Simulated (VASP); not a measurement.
# BaTiO3 (P4mm) in VASP: notebook

The runs below take BaTiO3 through single point, relaxation of cell and atoms, with LDA, PBEsol, PBE.

All numbers are computed with VASP 6.6.1; they aren't measurements. Logs are shortened: lines on timing, memory, paths and dates and some standing lists are left out, and cuts for length are marked.

## (1) The cell of the first run

The structure is tetragonal, space group P4mm (No. 99). The conventional cell has a = 3.926 Å, b = 3.926 Å, c = 3.976 Å, α = 90.00°, β = 90.00°, γ = 90.00°. Ba (site symmetry 4mm) has 12 O at 2.75 to 2.84 Å and 8 Ti at 3.39 to 3.44 Å within 3.6 Å. Ti (site symmetry 4mm) has 6 O at 1.85 to 2.12 Å within 2.5 Å. Within 2.5 Å of O (site symmetry 4mm) lie 2 Ti at 1.85 to 2.12 Å. O (site symmetry 2mm) has 2 Ti at 1.97 Å within 2.6 Å.

## (2) Single point, LDA

INCAR reads:

```
PREC = Accurate
ENCUT = 520
EDIFF = 1E-7
ISMEAR = -1
SIGMA = 0.02
LREAL = F
LASPH = T
NELM = 100
ALGO = Normal
ISIF = 2
LWAVE = F
LCHARG = F
NBANDS = 28
```

KPOINTS reads:

```
Automatic mesh
0
Gamma
  6 6 6
```

POSCAR reads:

```
BaTiO3
1.0
    3.9260290706      0.0000000000      0.0000000000
    0.0000000000      3.9260290706      0.0000000000
    0.0000000000      0.0000000000      3.9759476339
Ba Ti O
1 1 3
Direct
    0.0000000000      0.0000000000      0.0009883563
    0.5000000000      0.5000000000      0.4884588712
    0.5000000000      0.5000000000      0.0224400149
    0.5000000000      0.0000000000      0.5155563788
    0.0000000000      0.5000000000      0.5155563788
```

Potentials or basis: VASP PAW LDA potentials, release 64 (Ba_sv, Ti_sv, O).

The run is started by

```
$ cat potpaw_LDA.64/Ba_sv/POTCAR potpaw_LDA.64/Ti_sv/POTCAR potpaw_LDA.64/O/POTCAR > POTCAR
$ mpirun -np 1 vasp_std > vasp.out
```

OUTCAR:

```text
PREC = Accurate
   ENCUT = 520
   EDIFF = 1E-7
   ISMEAR = -1
   LREAL = F
   LASPH = T
   NELM = 100
   ISIF = 2

 ion  position               nearest neighbor table
   1  0.000  0.000  0.001-   4 2.75   5 2.75   5 2.75   4 2.75   3 2.78   3 2.78   3 2.78   3 2.78
                             4 2.84   5 2.84   5 2.84   4 2.84   2 3.39   2 3.39   2 3.39   2 3.39
   2  0.500  0.500  0.488-   3 1.85   4 1.97   5 1.97   4 1.97   5 1.97   3 2.12   1 3.39   1 3.39
                             1 3.39   1 3.39   1 3.44   1 3.44   1 3.44   1 3.44
   3  0.500  0.500  0.022-   2 1.85   2 2.12   1 2.78   1 2.78   1 2.78   1 2.78
   4  0.500  0.000  0.516-   2 1.97   2 1.97   1 2.75   1 2.75   1 2.84   1 2.84
   5  0.000  0.500  0.516-   2 1.97   2 1.97   1 2.75   1 2.75   1 2.84   1 2.84

  LATTYP: Found a simple tetragonal cell.
 ALAT       =     3.9260290706
 C/A-ratio  =     1.0127147717

  Lattice vectors:

 A1 = (   3.9260290706,   0.0000000000,   0.0000000000)
 A2 = (   0.0000000000,   3.9260290706,   0.0000000000)
 A3 = (   0.0000000000,   0.0000000000,   3.9759476339)

Analysis of symmetry for initial positions (statically):
=====================================================================
 Subroutine PRICEL returns:
 Original cell was already a primitive cell.

 Routine SETGRP: Setting up the symmetry group for a
 simple tetragonal supercell.

 Subroutine GETGRP returns: Found  8 space group operations
 (whereof  8 operations were pure point group operations)
 out of a pool of 16 trial point group operations.

The static configuration has the point symmetry C_4v.

Analysis of symmetry for dynamics (positions and initial velocities):
=====================================================================
 Subroutine PRICEL returns:
 Original cell was already a primitive cell.

 Routine SETGRP: Setting up the symmetry group for a
 simple tetragonal supercell.

 Subroutine GETGRP returns: Found  8 space group operations
 (whereof  8 operations were pure point group operations)
 out of a pool of 16 trial point group operations.

The dynamic configuration has the point symmetry C_4v.

 Subroutine INISYM returns: Found  8 space group operations
 (whereof  8 operations are pure point group operations),
 and found     1 'primitive' translations

----------------------------------------------------------------------------------------

                                     Primitive cell

  volume of cell :      61.2841

  direct lattice vectors                    reciprocal lattice vectors
     3.926029071  0.000000000  0.000000000     0.254710289  0.000000000  0.000000000
     0.000000000  3.926029071  0.000000000     0.000000000  0.254710289  0.000000000
     0.000000000  0.000000000  3.975947634     0.000000000  0.000000000  0.251512367

  length of vectors
     3.926029071  3.926029071  3.975947634     0.254710289  0.254710289  0.251512367

  position of ions in fractional coordinates (direct lattice)
     0.000000000  0.000000000  0.000988356
     0.500000000  0.500000000  0.488458871
     0.500000000  0.500000000  0.022440015
     0.500000000  0.000000000  0.515556379
     0.000000000  0.500000000  0.515556379

  ion indices of the primitive-cell ions
   primitive index   ion index
                 1           1
                 2           2
                 3           3
                 4           4
                 5           5

----------------------------------------------------------------------------------------

 KPOINTS: Automatic mesh

Automatic generation of k-mesh.
 Grid dimensions read from file:
 generate k-points for:    6    6    6

 Generating k-lattice:

  Cartesian coordinates                     Fractional coordinates (reciprocal lattice)
     0.042451715  0.000000000  0.000000000     0.166666667  0.000000000  0.000000000
     0.000000000  0.042451715  0.000000000     0.000000000  0.166666667  0.000000000
     0.000000000  0.000000000  0.041918728     0.000000000  0.000000000  0.166666667

  Length of vectors
     0.042451715  0.042451715  0.041918728

  Shift w.r.t. Gamma in fractional coordinates (k-lattice)
     0.000000000  0.000000000  0.000000000

 Subroutine IBZKPT returns following result:
 ===========================================

 Found     40 irreducible k-points:

 Following reciprocal coordinates:
            Coordinates               Weight
  0.000000  0.000000  0.000000      1.000000
  0.166667  0.000000  0.000000      4.000000
  0.333333  0.000000  0.000000      4.000000
  0.500000  0.000000  0.000000      2.000000
  0.166667  0.166667  0.000000      4.000000
  0.333333  0.166667  0.000000      8.000000
[... 16 lines left out ...]
  0.333333  0.000000  0.333333      8.000000
  0.500000  0.000000  0.333333      4.000000
 [... further k-points ...]
   k-points           NKPTS =     40   k-points in BZ     NKDIM =     40   number of bands    NBANDS=     28
[... 38 lines left out ...]
  volume/ion in A,a.u.               =      12.26        82.71
  Fermi-wavevector in a.u.,A,eV,Ry     =   1.420078  2.683559 27.437810  2.016622
  Thomas-Fermi vector in A             =   2.541031
   LORBIT       =      0    0 simple, 1 ext, 2 COOP (PROOUT), +10 PAW based schemes
   GGA     = CA    functional components
   LHFCALC =     F    Hartree Fock is set to
   AEXX    =    0.0000 exact exchange contribution
   IVDW    =     0    specifies the selected vdW correction
   LEPSILON=     F    determine dielectric tensor
   LRPA    =     F    only Hartree local field effects (RPA)
 non-spin polarized calculation
  energy-cutoff  :      520.00
  volume of cell :       61.28
 maximum number of plane-waves:      1671
 NGX is ok and might be reduce to    30
   NGX = 15   NGY = 15   NGZ = 15

 number of electron      39.9999994 magnetization

 Free energy of the ion-electron system (eV)
  ---------------------------------------------------
  ext. energy  EPLUGINS =         0.00000000
  ---------------------------------------------------
  free energy    TOTEN  =       -44.15596209 eV

  energy without entropy =      -44.15596209  energy(sigma->0) =      -44.15596209

 E-fermi :   4.3844     XC(G=0): -11.9648

 val. band max:        3.9454865699   @ k =   0.5000   0.5000   0.5000
 cond. band min:       5.7189281703   @ k =   0.0000   0.0000   0.0000
 fundamental gap:      1.7734416005
 Fermi energy:         4.3844186576

 k-point     1 :       0.0000    0.0000    0.0000
  band No.  band energies     occupation
      1     -51.7065      2.00000
      2     -28.3953      2.00000
      3     -28.3509      2.00000
      4     -28.3509      2.00000
      5     -20.6972      2.00000
      6     -12.7917      2.00000
[... 20 lines left out ...]
     27       8.9106      0.00000
     28      11.5709      0.00000

 k-point     2 :       0.1667    0.0000    0.0000
  band No.  band energies     occupation
      1     -51.7061      2.00000
      2     -28.3946      2.00000
      3     -28.3689      2.00000
      4     -28.3501      2.00000
      5     -20.6576      2.00000
      6     -12.8365      2.00000
[... 20 lines left out ...]
     27       9.4668      0.00000
     28      12.2431      0.00000

 k-point     3 :       0.3333    0.0000    0.0000
  band No.  band energies     occupation
      1     -51.7054      2.00000
      2     -28.4048      2.00000
      3     -28.3930      2.00000
      4     -28.3486      2.00000
      5     -20.5761      2.00000
      6     -13.0307      2.00000
[... 20 lines left out ...]
     27      10.7767      0.00000
     28      12.3192      0.00000

 k-point     4 :       0.5000    0.0000    0.0000
  band No.  band energies     occupation
      1     -51.7050      2.00000
      2     -28.4225      2.00000
      3     -28.3923      2.00000
      4     -28.3479      2.00000
      5     -20.5342      2.00000
      6     -13.1492      2.00000
[... 578 lines left out ...]
     27      11.2895      0.00000
     28      12.7674      0.00000

 k-point    23 :       0.3333    0.0000    0.3333
  band No.  band energies     occupation
      1     -51.7044      2.00000
      2     -28.4388      2.00000
      3     -28.4015      2.00000
      4     -28.3468      2.00000
      5     -20.4986      2.00000
      6     -12.7182      2.00000
[... 20 lines left out ...]
     27      12.5250      0.00000
     28      12.7633      0.00000

 k-point    24 :       0.5000    0.0000    0.3333
  band No.  band energies     occupation
      1     -51.7041      2.00000
      2     -28.4376      2.00000
      3     -28.4189      2.00000
      4     -28.3461      2.00000
      5     -20.4686      2.00000
      6     -12.6752      2.00000
[... 20 lines left out ...]
     27      12.3102      0.00000
     28      13.6092      0.00000

 [... further k-points ...]

------------------------ aborting loop because EDIFF is reached ----------------------------------------

  FORCE on cell =-STRESS in cart. coord.  units (eV):
  Direction    XX          YY          ZZ          XY          YZ          ZX
  --------------------------------------------------------------------------------------
  -------------------------------------------------------------------------------------
  Total        0.9541582      0.9541582      0.9833096      0.0000000     -0.0000000      0.0000000
  in kB       24.9449883     24.9449883     25.7071069      0.0000000     -0.0000000      0.0000000
  external PRESSURE =      25.1990278 kB  Pullay stress =       0.0000000 kB

 VOLUME and BASIS-vectors are now :
 -----------------------------------------------------------------------------
  energy-cutoff  :      520.00
  volume of cell :       61.28
      direct lattice vectors                 reciprocal lattice vectors
     3.926029071  0.000000000  0.000000000     0.254710289  0.000000000  0.000000000
     0.000000000  3.926029071  0.000000000     0.000000000  0.254710289  0.000000000
     0.000000000  0.000000000  3.975947634     0.000000000  0.000000000  0.251512367

 POSITION                                       TOTAL-FORCE (eV/Angst)
 -----------------------------------------------------------------------------------
      0.00000      0.00000      0.00393         0.000000     -0.000000      0.029843
      1.96301      1.96301      1.94209         0.000000     -0.000000      0.082487
      1.96301      1.96301      0.08922         0.000000      0.000000     -0.084890
      1.96301      0.00000      2.04983         0.000000     -0.000000     -0.013720
      0.00000      1.96301      2.04983        -0.000000     -0.000000     -0.013720
 -----------------------------------------------------------------------------------
    total drift:                                0.000000      0.000000      0.000254

  FREE ENERGIE OF THE ION-ELECTRON SYSTEM (eV)
  ---------------------------------------------------
  free  energy   TOTEN  =       -44.1559620894 eV

  energy  without entropy=      -44.1559620894  energy(sigma->0) =      -44.15596209
```

It took 41 s on 1 thread of Intel Xeon 6975P-C (Granite Rapids), shared host; peak memory 0.19 GiB.

What came out:

* Free energy: -44.1560 eV
* Pressure: 2.5 GPa
* Largest force: 0.085 eV/Å
* Band gap on the k mesh: 1.77 eV (least direct gap 2.07 eV)

Forces in eV/Å, atoms in the order of the input:
```
Ba   0.000  0.000  0.030
Ti   0.000  0.000  0.082
O    0.000  0.000 -0.085
O    0.000  0.000 -0.014
O    0.000  0.000 -0.014
```

Stress tensor (GPa, compression positive):
```
2.49 0.00 0.00
0.00 2.49 0.00
0.00 0.00 2.57
```

Caveat: spin-orbit coupling is left out, which moves the levels of the heavy elements. As with any semilocal functional, this LDA gap is likely too small.

## (3) Single point, PBEsol

This run uses another cell than the first one, of 12.66 Å³/atom.

INCAR reads:

```
SYSTEM = BaTiO3
ALGO = Normal
EDIFF = 1E-6
ENCUT = 520
GGA = PS
ISIF = 2
ISMEAR = -1
LASPH = .TRUE.
LCHARG = .FALSE.
LREAL = .FALSE.
LWAVE = .FALSE.
NBANDS = 28
NELM = 100
PREC = Accurate
SIGMA = 0.02
```

KPOINTS reads:

```
k-points
0
G
  6 6 6
  0 0 0
```

POSCAR reads:

```
BaTiO3
1.0
    3.9553036607      0.0000000000      0.0000000000
    0.0000000000      3.9553036607      0.0000000000
    0.0000000000      0.0000000000      4.0449751940
Ba Ti O
1 1 3
Direct
    0.0000000000      0.0000000000     -0.0019786799
    0.5000000000      0.5000000000      0.4827690699
    0.5000000000      0.5000000000      0.0278958863
    0.5000000000      0.0000000000      0.5171568618
    0.0000000000      0.5000000000      0.5171568618
```

Potentials or basis: VASP PAW PBE potentials, release 64 (Ba_sv, Ti_sv, O).

The run is started by

```
$ cat potpaw_PBE.64/Ba_sv/POTCAR potpaw_PBE.64/Ti_sv/POTCAR potpaw_PBE.64/O/POTCAR > POTCAR
$ mpirun -np 1 vasp_std > vasp.out
```

Wall time 41 s (1 thread of Intel Xeon 6975P-C (Granite Rapids), shared host); peak memory 0.21 GiB.

Results (log left out):

| Property | Result |
| --- | --- |
| Free energy | -41.9967 eV |
| Pressure | 1.9 GPa |
| Largest force | 0.053 eV/Å |
| Band gap on the k mesh | 1.78 eV (least direct gap 2.19 eV) |

Forces in eV/Å, atoms in the order of the input:
```
Ba   0.000  0.000  0.035
Ti   0.000  0.000  0.053
O    0.000  0.000 -0.053
O    0.000  0.000 -0.017
O    0.000  0.000 -0.017
```

Levels at points of the mesh, in eV from the valence-band top:
```csv
k point,band 16,band 17,band 18,band 19,band 20,band 21,band 22,band 23,band 24,band 25
"(0.00, 0.00, 0.00)",-1.46,-1.27,-0.50,-0.41,-0.41,1.78,2.17,2.17,4.21,4.32
"(0.50, 0.00, 0.00)",-2.08,-1.96,-1.78,-1.20,-1.02,2.30,3.61,3.67,4.25,6.01
"(0.50, 0.50, 0.00)",-2.97,-1.87,-1.03,-1.03,-0.08,3.70,3.70,4.07,4.69,7.75
"(0.00, 0.00, 0.50)",-2.07,-2.07,-2.07,-0.73,-0.73,1.94,3.62,3.62,4.21,6.22
"(0.50, 0.00, 0.50)",-2.82,-1.79,-1.00,-0.97,-0.31,3.64,3.64,3.98,5.05,7.68
"(0.50, 0.50, 0.50)",-2.51,-2.51,-0.22,-0.22,0.00,4.26,4.26,4.31,6.40,6.59
```

Caveat: the PAW data sets were made with another functional, which shifts forces and pressure a little; spin-orbit coupling is left out, which moves the levels of the heavy elements.

## (4) Relaxation of cell and atoms, PBE

This run uses another cell than the first one, of 12.86 Å³/atom.

INCAR reads:

```
PREC = Accurate ; ENCUT = 600
EDIFF = 1E-6 ; ISMEAR = -1
SIGMA = 0.02 ; LREAL = F
LASPH = T ; NELM = 60
ALGO = Normal ; ISIF = 3
LWAVE = F ; LCHARG = F
GGA = PE ; IBRION = 2
NSW = 80 ; EDIFFG = -0.005
```

KPOINTS reads:

```
regular mesh
0
Gamma
  6 6 6
```

POSCAR reads:

```
BaTiO3
1.0
    3.9998000000      0.0000000000      0.0000000000
    0.0000000000      3.9998000000      0.0000000000
    0.0000000000      0.0000000000      4.0180000000
Ba Ti O
1 1 3
Direct
    0.0000000000      0.0000000000      0.0000000000
    0.5000000000      0.5000000000      0.4900000000
    0.5000000000      0.5000000000      0.0190000000
    0.5000000000      0.0000000000      0.5170000000
    0.0000000000      0.5000000000      0.5170000000
```

The run is started by

```
$ cat potpaw_PBE.64/Ba_sv/POTCAR potpaw_PBE.64/Ti_sv/POTCAR potpaw_PBE.64/O/POTCAR > POTCAR
$ mpirun -np 1 vasp_std > vasp.out
```

Run time: 5.3 min. Hardware: 1 thread of Intel Xeon 6975P-C (Granite Rapids), shared host; peak memory 0.24 GiB.

The run converged. Its results:

| Property | Result |
| --- | --- |
| Free energy | -40.0456 eV |
| Relaxed volume | 13.49 Å³/atom |
| Relaxed cell | a = 3.996 Å, b = 3.996 Å, c = 4.225 Å, α = 90.00°, β = 90.00°, γ = 90.00° |
| Space group after relaxing (to 0.1 Å) | P4mm (No. 99) |
| Energy gained by relaxing | 11.3 meV/atom |
| Ionic steps | 25 |
| Pressure after relaxing | 0.0 GPa |
| Largest force after relaxing | 0.005 eV/Å |
| Band gap on the k mesh | 1.77 eV (least direct gap 2.34 eV) |

Forces on the atoms (eV/Å):
```
Ba   0.000  0.000  0.000
Ti   0.000  0.000  0.001
O    0.000  0.000  0.005
O    0.000  0.000 -0.003
O    0.000  0.000 -0.003
```

The path:
```csv
step,energy change (eV),largest force (eV/Å),pressure (GPa),volume (Å³)
1,0.0000,0.2783,4.05,64.28
2,-0.0133,0.4567,-3.17,67.36
3,-0.0242,0.3772,-0.43,66.09
4,-0.0339,0.2279,-0.16,66.20
5,-0.0401,0.1439,0.48,66.38
6,-0.0456,0.1392,0.13,66.74
7,-0.0485,0.1998,-0.50,67.69
8,-0.0492,0.1751,-0.38,67.43
9,-0.0531,0.1355,-0.04,67.18
10,-0.0534,0.1204,0.10,67.10
11,-0.0553,0.0800,0.26,67.07
12,-0.0557,0.0661,0.41,67.05
13,-0.0559,0.0916,-0.44,67.44
14,-0.0562,0.0579,-0.09,67.28
15,-0.0564,0.0231,-0.02,67.29
16,-0.0565,0.0225,0.03,67.30
17,-0.0566,0.0231,0.02,67.33
18,-0.0566,0.0253,0.00,67.40
19,-0.0566,0.0337,0.06,67.43
20,-0.0567,0.0056,0.02,67.42
21,-0.0567,0.0052,-0.02,67.44
22,-0.0567,0.0057,-0.01,67.45
23,-0.0567,0.0072,-0.04,67.46
24,-0.0567,0.0078,-0.05,67.46
25,-0.0567,0.0046,-0.02,67.46
```

Final structure:
```xyz
5
Lattice="3.9956 0.0000 0.0000 0.0000 3.9956 0.0000 0.0000 0.0000 4.2253" Properties=species:S:1:pos:R:3 pbc="T T T"
Ba    3.9956    0.0000    4.1844
Ti    1.9978    1.9978    1.9924
O     1.9978    1.9978    0.1768
O     1.9978    0.0000    2.1957
O     3.9956    1.9978    2.1957
```

Levels at points of the mesh, in eV from the valence-band top:
```tsv
k point	band 17	band 18	band 19	band 20	band 21	band 22	band 23	band 24
(0.00, 0.00, 0.00)	-1.32	-0.97	-0.58	-0.58	1.77	2.41	2.41	3.94
(0.50, 0.00, 0.00)	-1.97	-1.71	-1.61	-1.37	2.48	3.37	3.48	4.01
(0.50, 0.50, 0.00)	-2.07	-1.18	-1.18	-0.06	3.52	3.52	3.85	4.00
(0.00, 0.00, 0.50)	-2.07	-1.98	-0.74	-0.74	1.88	3.37	3.37	3.94
(0.50, 0.00, 0.50)	-1.87	-1.20	-1.11	-0.54	3.39	3.42	3.65	4.70
(0.50, 0.50, 0.50)	-2.65	-0.48	-0.48	0.00	3.88	3.88	4.00	5.86
```

Caveat: spin-orbit coupling is left out, which moves the levels of the heavy elements.

## (5) Summary

```csv
task,level,potentials or basis,cell,cutoff (eV),gap on the mesh (eV),pressure (GPa),largest force (eV/Å)
single point,LDA,"VASP PAW LDA potentials, release 64 (Ba_sv, Ti_sv, O)","a = 3.926, b = 3.926, c = 3.976 Å, 5 atoms, atomic positions A",520,1.77,2.5,0.08
single point,PBEsol,"VASP PAW PBE potentials, release 64 (Ba_sv, Ti_sv, O)","a = 3.955, b = 3.955, c = 4.045 Å, 5 atoms, atomic positions B",520,1.78,1.9,0.05
relaxation of cell and atoms,PBE,"VASP PAW PBE potentials, release 64 (Ba_sv, Ti_sv, O)","relaxed from a = 4.000, b = 4.000, c = 4.018 Å, 5 atoms, atomic positions A",600,1.77,0.0,-
```

Alike in all rows: no spin polarisation; k mesh 6 × 6 × 6; smearing fermi-dirac 0.02 eV.

Caveats: spin-orbit coupling is left out, which moves the levels of the heavy elements; the PAW data sets were made with another functional, which shifts forces and pressure a little (at least some runs).

Absolute energies hang on the potentials; compare differences alone.
